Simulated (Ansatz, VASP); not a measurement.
# Two plane-wave programs on Mo

POSCAR

```
Mo
1.0
    2.6944777412      0.0000000000      0.0000000000
   -1.3472388706      2.3334861739      0.0000000000
    0.0000000000      0.0000000000      2.5168529895
Mo
1
Direct
    0.0000000000      0.0000000000      0.5000000000
```

The input INCAR.step1:

```
SYSTEM = Mo
PREC = Accurate ; ENCUT = 520
ISMEAR = 0 ; SIGMA = 0.15
LREAL = .False. ; LASPH = .True.
NELM = 80 ; NBANDS = 13
GGA = PE ; ALGO = Normal
EDIFF = 1E-4 ; LWAVE = .True.
LCHARG = .False.
```

INCAR.step2

```
SYSTEM = Mo
PREC = Accurate ; ENCUT = 520
EDIFF = 1E-7 ; ISMEAR = 0
SIGMA = 0.15 ; LREAL = .False.
LASPH = .True. ; NELM = 80
ALGO = Normal ; ISIF = 2
LWAVE = .False. ; LCHARG = .False.
METAGGA = R2SCAN ; LMIXTAU = .True.
NBANDS = 13 ; ISTART = 1
```

Contents of KPOINTS:

```
Automatic mesh
0
Gamma
  18 18 18
  0 0 0
```

Input for Ansatz:

```yaml
crystal:
  lattice:
    - [2.6944777412, 0.0, 0.0]
    - [-1.3472388706, 2.3334861739, 0.0]
    - [0.0, 0.0, 2.5168529895]
  atoms:
    - { symbol: Mo, position: [0.0, 0.0, 0.5] }
basis:
  ecutwfc: 500
kpoints:
  mp_grid: { grid: [18, 18, 18] }
hamiltonian:
  xc: r2scan
scf:
  occupations: { method: gaussian, width: 0.15 }
output:
  forces: true
  stress: true
  eigenvalues: true
```

Change from the starting cell: strain -0.015 along x and y, -0.015 along z, atoms carried along.

Alike in both runs: task single point; functional r2SCAN; k mesh 18 × 18 × 18; occupations gaussian, width 0.15 eV; no spin polarisation.

```csv
,VASP,Ansatz
version,VASP 6.6.1,Ansatz 0.2.0
potentials or method,"VASP PAW PBE potentials, release 64 (Mo_sv), cutoff 520 eV","scalar-relativistic, plane waves, PAW"
valence electrons in the cell,14,14
```

Ansatz gave:

| Quantity | Value |
| --- | --- |
| gap on the k mesh at the Fermi level (eV) | none |
| pressure (GPa) | 11.6 |
| traceless stress, the component that is largest in VASP (GPa) | -3.99 |

Question: Estimate VASP's values.

Answer: gap on the k mesh at the Fermi level (eV): none; pressure (GPa): 12.9; traceless stress, the component that is largest in VASP (GPa): -3.81.

VASP's potentials were made for PBE, not for r2SCAN. A gap of «none» marks a metal or a gap that the smearing closes.
